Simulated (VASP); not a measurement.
# Ga3Se (P4mm) in VASP: a series of runs

Runs on Ga3Se. Level: PBE+D3(BJ). Tasks: single point.

All numbers are computed with VASP 6.6.1; they aren't measurements. Logs are shortened: lines on timing, memory, paths and dates and some standing lists are left out, and cuts for length are marked.

**1. The cell of the first run**

It takes space group P4mm (No. 99, tetragonal). The conventional cell has a = 4.324 Å, b = 4.324 Å, c = 4.324 Å, α = 90.00°, β = 90.00°, γ = 90.00°. Within 3.8 Å of Ga (site symmetry 2mm) lie 4 Se at 2.92 to 3.20 Å and 8 Ga at 3.06 Å. Within 4.0 Å of Ga (site symmetry 4mm) lie 8 Ga at 3.06 Å and 4 Se at 3.06 Å. Se (site symmetry 4mm) has 12 Ga at 2.92 to 3.20 Å within 3.8 Å.

**2. Single point, PBE+D3(BJ) (atom 4 (Se) moved -0.200 Å along Cartesian [0 1 0])**

INCAR

```
ALGO     = Normal         # electronic algorithm
EDIFF    = 1E-7           # SCF threshold, eV
ENCUT    = 520            # plane-wave cutoff, eV
GGA      = PE             # functional
ISIF     = 2              # what is computed and relaxed
ISMEAR   = 0              # smearing method
IVDW     = 12             # dispersion correction
LASPH    = True           # aspherical terms in the spheres
LCHARG   = False          # write CHGCAR
LREAL    = False          # projectors in reciprocal space
LWAVE    = False          # write WAVECAR
NBANDS   = 30             # bands
NELM     = 100            # most SCF steps
PREC     = Accurate       # precision mode
SIGMA    = 0.15           # smearing width, eV
```

KPOINTS

```
k-points
0
Gamma
  12 12 12
```

POSCAR

```
Ga3Se
1.0
    4.3236103161      0.0000000000      0.0000000000
    0.0000000000      4.3236103161      0.0000000000
    0.0000000000      0.0000000000      4.3236103161
Ga Se
3 1
Direct
    0.0000000000      0.5000000000      0.5000000000
    0.5000000000      0.0000000000      0.5000000000
    0.5000000000      0.5000000000      0.0000000000
    0.0000000000     -0.0462576378      0.0000000000
```

Potentials or basis: VASP PAW PBE potentials, release 64 (Ga_d, Se).

Started as:

```console
cat potpaw_PBE.64/Ga_d/POTCAR potpaw_PBE.64/Se/POTCAR > POTCAR
mpirun -np 1 vasp_std > vasp.out
```

OUTCAR:

```text
EDIFF = 1E-7
   ENCUT = 520
   GGA = PE
   ISIF = 2
   ISMEAR = 0
   IVDW = 12
   LASPH = True
   LREAL = False
   NELM = 100
   PREC = Accurate
 IVDW          = 12

 ion  position               nearest neighbor table
   1  0.000  0.500  0.500-
   2  0.500  0.000  0.500-
   3  0.500  0.500  0.000-
   4  0.000  0.954  0.000-

  LATTYP: Found a simple cubic cell.
 ALAT       =     4.3236103161

  Lattice vectors:

 A1 = (   4.3236103161,   0.0000000000,   0.0000000000)
 A2 = (   0.0000000000,   4.3236103161,   0.0000000000)
 A3 = (   0.0000000000,   0.0000000000,   4.3236103161)

Analysis of symmetry for initial positions (statically):
=====================================================================
 Subroutine PRICEL returns:
 Original cell was already a primitive cell.

 Routine SETGRP: Setting up the symmetry group for a
 simple cubic supercell.

 Subroutine GETGRP returns: Found  8 space group operations
 (whereof  8 operations were pure point group operations)
 out of a pool of 48 trial point group operations.

The static configuration has the point symmetry C_4v.

Analysis of symmetry for dynamics (positions and initial velocities):
=====================================================================
 Subroutine PRICEL returns:
 Original cell was already a primitive cell.

 Routine SETGRP: Setting up the symmetry group for a
 simple cubic supercell.

 Subroutine GETGRP returns: Found  8 space group operations
 (whereof  8 operations were pure point group operations)
 out of a pool of 48 trial point group operations.

The dynamic configuration has the point symmetry C_4v.

 Subroutine INISYM returns: Found  8 space group operations
 (whereof  8 operations are pure point group operations),
 and found     1 'primitive' translations

----------------------------------------------------------------------------------------

                                     Primitive cell

  volume of cell :      80.8239

  direct lattice vectors                    reciprocal lattice vectors
     4.323610316  0.000000000  0.000000000     0.231288189  0.000000000  0.000000000
     0.000000000  4.323610316  0.000000000     0.000000000  0.231288189  0.000000000
     0.000000000  0.000000000  4.323610316     0.000000000  0.000000000  0.231288189

  length of vectors
     4.323610316  4.323610316  4.323610316     0.231288189  0.231288189  0.231288189

  position of ions in fractional coordinates (direct lattice)
     0.000000000  0.500000000  0.500000000
     0.500000000  0.000000000  0.500000000
     0.500000000  0.500000000  0.000000000
     0.000000000  0.953742362  0.000000000

  ion indices of the primitive-cell ions
   primitive index   ion index
                 1           1
                 2           2
                 3           3
                 4           4

----------------------------------------------------------------------------------------

 KPOINTS: k-points

Automatic generation of k-mesh.
 Grid dimensions read from file:
 generate k-points for:   12   12   12

 Generating k-lattice:

  Cartesian coordinates                     Fractional coordinates (reciprocal lattice)
     0.019274016  0.000000000  0.000000000     0.083333333  0.000000000  0.000000000
     0.000000000  0.019274016  0.000000000     0.000000000  0.083333333  0.000000000
     0.000000000  0.000000000  0.019274016     0.000000000  0.000000000  0.083333333

  Length of vectors
     0.019274016  0.019274016  0.019274016

  Shift w.r.t. Gamma in fractional coordinates (k-lattice)
     0.000000000  0.000000000  0.000000000

 Subroutine IBZKPT returns following result:
 ===========================================

 Found    196 irreducible k-points:

 Following reciprocal coordinates:
            Coordinates               Weight
  0.000000  0.000000  0.000000      1.000000
  0.083333  0.000000  0.000000      4.000000
  0.000000  0.083333  0.000000      2.000000
  0.166667  0.000000  0.000000      4.000000
  0.000000  0.166667  0.000000      2.000000
  0.250000  0.000000  0.000000      4.000000
[... 16 lines left out ...]
  0.000000  0.333333  0.083333      8.000000
  0.083333  0.000000  0.333333      8.000000
 [... further k-points ...]
   k-points           NKPTS =    196   k-points in BZ     NKDIM =    196   number of bands    NBANDS=     30
   number of dos      NEDOS =    301   number of ions     NIONS =      4
   total plane-waves  NPLWV =  32768
   dimension x,y,z NGX =    32 NGY =   32 NGZ =   32
   dimension x,y,z NGXF=    64 NGYF=   64 NGZF=   64
   ions per type =               3   1
   NGX,Y,Z   is equivalent  to a cutoff of  12.30, 12.30, 12.30 a.u.
   NGXF,Y,Z  is equivalent  to a cutoff of  24.61, 24.61, 24.61 a.u.
 SYSTEM =  unknown system
   PREC   = accura    normal or accurate (medium, high low for compatibility)
   ISTART =      0    job   : 0-new  1-cont  2-samecut
   ICHARG =      2    charge: 1-file 2-atom 10-const
   ISPIN  =      1    spin polarized calculation?
   LNONCOLLINEAR =      F non collinear calculations
   LSORBIT =      F    spin-orbit coupling
   LASPH  =      T    aspherical Exc in radial PAW
   ENCUT  =  520.0 eV  38.22 Ry    6.18 a.u.   8.04  8.04  8.04*2*pi/ulx,y,z
   NELM   =    100;   NELMIN=  2; NELMDL= -5     # of ELM steps
   EDIFF  = 0.1E-06   stopping-criterion for ELM
   LREAL  =      F    real-space projection
   EDIFFG = 0.1E-05   stopping-criterion for IOM
   NSW    =      0    number of steps for IOM
   IBRION =     -1    ionic relax: 0-MD 1-quasi-New 2-CG
   NFREE  =      0    steps in history (QN), initial steepest desc. (CG)
   ISIF   =      2    stress and relaxation
   ISYM   =      2    0-nonsym 1-usesym 2-fastsym
   POTIM  = 0.5000    time-step for ionic-motion
   TEBEG  =    0.0;   TEEND  =   0.0 temperature during run
   PSTRESS=    0.0 pullay stress
   NELECT =      45.0000    total number of electrons
   NUPDOWN=      -1.0000    fix difference up-down
   EMIN   =  10.00;   EMAX   =-10.00  energy-range for DOS
   EFERMI =   0.00;   METHOD = LEGACY
   ISMEAR =     0;   SIGMA  =   0.15  broadening in eV -4-tet -1-fermi 0-gaus
   EFERMI_NEDOS =   21; number of points for ismear=-14 and -15
   IALGO  =     38    algorithm
   IMIX   =      4    mixing-type and parameters
     AMIX     =   0.40;   BMIX     =  1.00
     AMIX_MAG =   1.60;   BMIX_MAG =  1.00
  volume/ion in A,a.u.               =      20.21       136.36
  Fermi-wavevector in a.u.,A,eV,Ry     =   1.346788  2.545060 24.678750  1.813837
  Thomas-Fermi vector in A             =   2.474591
   LORBIT       =      0    0 simple, 1 ext, 2 COOP (PROOUT), +10 PAW based schemes
   GGA     = PE    functional components
   LHFCALC =     F    Hartree Fock is set to
   AEXX    =    0.0000 exact exchange contribution
   IVDW    =    12    specifies the selected vdW correction
   LEPSILON=     F    determine dielectric tensor
   LRPA    =     F    only Hartree local field effects (RPA)
 non-spin polarized calculation
 Gauss-broadening in eV      SIGMA  =   0.15
  energy-cutoff  :      520.00
  volume of cell :       80.82
 maximum number of plane-waves:      2224
   NGX = 17   NGY = 17   NGZ = 17

 number of electron      45.0000068 magnetization

 Free energy of the ion-electron system (eV)
  ---------------------------------------------------
  ext. energy  EPLUGINS =         0.00000000
  ---------------------------------------------------
  free energy    TOTEN  =       -12.37482594 eV

  energy without entropy =      -12.35723567  energy(sigma->0) =      -12.36603081

 E-fermi :   5.3307     XC(G=0): -10.6206

 val. band max:        5.3304208624   @ k =   0.2500   0.0833   0.3333
 cond. band min:       5.3502415198   @ k =   0.1667   0.0000   0.4167
 fundamental gap:      0.0198206575
 Fermi energy:         5.3307380525

 k-point     1 :       0.0000    0.0000    0.0000
  band No.  band energies     occupation
      1      -9.7958      2.00000
      2      -9.7429      2.00000
      3      -9.7385      2.00000
      4      -9.7385      2.00000
      5      -9.6839      2.00000
      6      -9.6776      2.00000
[... 22 lines left out ...]
     29      11.5070      0.00000
     30      12.5525      0.00000

 k-point     2 :       0.0833    0.0000    0.0000
  band No.  band energies     occupation
      1      -9.7895      2.00000
      2      -9.7388      2.00000
      3      -9.7374      2.00000
      4      -9.7344      2.00000
      5      -9.6816      2.00000
      6      -9.6761      2.00000
[... 22 lines left out ...]
     29      11.7584      0.00000
     30      12.5794      0.00000

 k-point     3 :       0.0000    0.0833    0.0000
  band No.  band energies     occupation
      1      -9.7895      2.00000
      2      -9.7419      2.00000
      3      -9.7345      2.00000
      4      -9.7345      2.00000
      5      -9.6832      2.00000
      6      -9.6745      2.00000
[... 22 lines left out ...]
     29      11.7567      0.00000
     30      12.5943      0.00000

 k-point     4 :       0.1667    0.0000    0.0000
  band No.  band energies     occupation
      1      -9.7718      2.00000
      2      -9.7344      2.00000
      3      -9.7267      2.00000
      4      -9.7223      2.00000
      5      -9.6776      2.00000
      6      -9.6692      2.00000
[... 22 lines left out ...]
     29      12.2658      0.00000
     30      12.7056      0.00000

 k-point     5 :       0.0000    0.1667    0.0000
  band No.  band energies     occupation
      1      -9.7719      2.00000
      2      -9.7391      2.00000
      3      -9.7226      2.00000
      4      -9.7226      2.00000
      5      -9.6810      2.00000
      6      -9.6654      2.00000
[... 22 lines left out ...]
     29      12.2778      0.00000
     30      12.7303      0.00000
[... 526 lines left out ...]
     29      12.3793      0.00000
     30      12.7601      0.00000

 k-point    22 :       0.3333    0.0833    0.0000
  band No.  band energies     occupation
      1      -9.7218      2.00000
      2      -9.7138      2.00000
      3      -9.6810      2.00000
      4      -9.6783      2.00000
      5      -9.6676      2.00000
      6      -9.6384      2.00000
[... 22 lines left out ...]
     29      11.6394      0.00000
     30      12.2235      0.00000

 k-point    23 :       0.0000    0.3333    0.0833
  band No.  band energies     occupation
      1      -9.7274      2.00000
      2      -9.7169      2.00000
      3      -9.6788      2.00000
      4      -9.6787      2.00000
      5      -9.6687      2.00000
      6      -9.6332      2.00000
[... 22 lines left out ...]
     29      11.6540      0.00000
     30      12.2424      0.00000

 k-point    24 :       0.0833    0.0000    0.3333
  band No.  band energies     occupation
      1      -9.7228      2.00000
      2      -9.7125      2.00000
      3      -9.6833      2.00000
      4      -9.6771      2.00000
      5      -9.6669      2.00000
      6      -9.6380      2.00000
[... 22 lines left out ...]
     29      11.6404      0.00000
     30      12.2146      0.00000

 [... further k-points ...]

------------------------ aborting loop because EDIFF is reached ----------------------------------------

 Edisp (eV)   -1.26467

 E8    (eV) :    -0.5689

  FORCE on cell =-STRESS in cart. coord.  units (eV):
  Direction    XX          YY          ZZ          XY          YZ          ZX
  --------------------------------------------------------------------------------------
  -------------------------------------------------------------------------------------
  Total       0.28363     0.05086     0.28363     0.00000    -0.00000     0.00000
  in kB       5.62252     1.00814     5.62252     0.00000    -0.00000     0.00000
  external pressure =        4.08 kB  Pullay stress =        0.00 kB

 VOLUME and BASIS-vectors are now :
 -----------------------------------------------------------------------------
  energy-cutoff  :      520.00
  volume of cell :       80.82
      direct lattice vectors                 reciprocal lattice vectors
     4.323610316  0.000000000  0.000000000     0.231288189  0.000000000  0.000000000
     0.000000000  4.323610316  0.000000000     0.000000000  0.231288189  0.000000000
     0.000000000  0.000000000  4.323610316     0.000000000  0.000000000  0.231288189

 POSITION                                       TOTAL-FORCE (eV/Angst)
 -----------------------------------------------------------------------------------
      0.00000      2.16181      2.16181        -0.000000     -0.180379      0.000000
      2.16181      0.00000      2.16181        -0.000000      0.202079      0.000000
      2.16181      2.16181      0.00000        -0.000000     -0.180379      0.000000
      0.00000      4.12361      0.00000         0.000000      0.158679     -0.000000
 -----------------------------------------------------------------------------------
    total drift:                                0.000000      0.000201     -0.000000

  FREE ENERGIE OF THE ION-ELECTRON SYSTEM (eV)
  ---------------------------------------------------
  free  energy   TOTEN  =       -13.6394921268 eV

  energy  without entropy=      -13.6219018584  energy(sigma->0) =      -13.63069699
```

Wall time 1.9 min (1 thread of Intel Xeon 6975P-C (Granite Rapids), shared host); peak memory 0.48 GiB.

Results:

```yaml
Free_energy: -13.6395 eV
Pressure: 0.4 GPa
Largest_force: 0.202 eV/Å
Dispersion_energy_per_atom: -0.316 eV
```

Forces on the atoms (eV/Å):
```
Ga   0.000 -0.180  0.000
Ga   0.000  0.202  0.000
Ga   0.000 -0.180  0.000
Se   0.000  0.159  0.000
```

Levels at points of the mesh, in eV from the Fermi level:
| k point | band 20 | band 21 | band 22 | band 23 | band 24 | band 25 |
| --- | --- | --- | --- | --- | --- | --- |
| (0.00, 0.00, 0.00) | -4.14 | -2.77 | -2.65 | 1.67 | 1.70 | 1.70 |
| (0.50, 0.00, 0.00) | -3.06 | -1.95 | -1.32 | -0.41 | -0.16 | 1.00 |
| (0.00, 0.50, 0.00) | -3.16 | -1.96 | -1.17 | -0.34 | -0.34 | 1.04 |
| (0.50, 0.50, 0.00) | -2.48 | -1.00 | -0.61 | -0.51 | 1.56 | 1.56 |
| (0.50, 0.00, 0.50) | -2.54 | -0.64 | -0.59 | -0.59 | 1.54 | 1.63 |
| (0.50, 0.50, 0.50) | -5.15 | -4.83 | -4.83 | -3.81 | 4.29 | 4.29 |

Caveat: the cell differs from its parent crystal (atom 4 (Se) moved -0.200 Å along Cartesian [0 1 0]); pairwise dispersion overbinds metals, which lowers pressure and volume.

[end of part 1 of 2]
